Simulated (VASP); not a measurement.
The system is F.

```
CELL_PARAMETERS angstrom
0.00000 2.23228 2.23228
2.23228 0.00000 2.23228
2.23228 2.23228 0.00000
ATOMIC_POSITIONS crystal
F 0.00000 0.00000 0.00000
F 0.25000 0.25000 0.25000
```

```yaml
Program: VASP 6.6.1
Task: relaxation of cell and atoms
Functional: PBE
Potentials_or_basis: VASP PAW PBE potentials, release 64 (F_h)
Cutoff: 910 eV
k_mesh: 16 × 16 × 16
Occupations: fermi-dirac, width 0.05 eV
Spin: no spin polarisation
```

At the start: pressure 18.9 GPa; volume 11.12 Å³/atom.

How do energy, volume and symmetry change on relaxing?

Over 5 steps the energy falls by 101.5 meV/atom and the volume is 12.97 Å³/atom (+16.6 %); space group Fd-3m (No. 227, to 0.1 Å) before and after.

The path:
```
step  energy change (eV)  largest force (eV/Å)  pressure (GPa)  volume (Å³)
   1              0.0000                0.0000           18.94        22.25
   2             -0.1945                0.0000           -3.30        26.76
   3             -0.2029                0.0000            0.14        25.91
   4             -0.2029                0.0000           -0.18        25.99
   5             -0.2029                0.0000            0.05        25.94
```

Final structure:
```xyz
2
Lattice="0.0000 2.3494 2.3494 2.3494 0.0000 2.3494 2.3494 2.3494 0.0000" Properties=species:S:1:pos:R:3 pbc="T T T"
F     0.0000    0.0000    0.0000
F     1.1747    1.1747    1.1747
```

Caveat: the cutoff is under 1.25 times the usual one of these potentials, so pressure, stress and relaxed cells hold a basis-set (Pulay) error; the volume moved by over 15 % at a fixed basis, so the end points are rough.
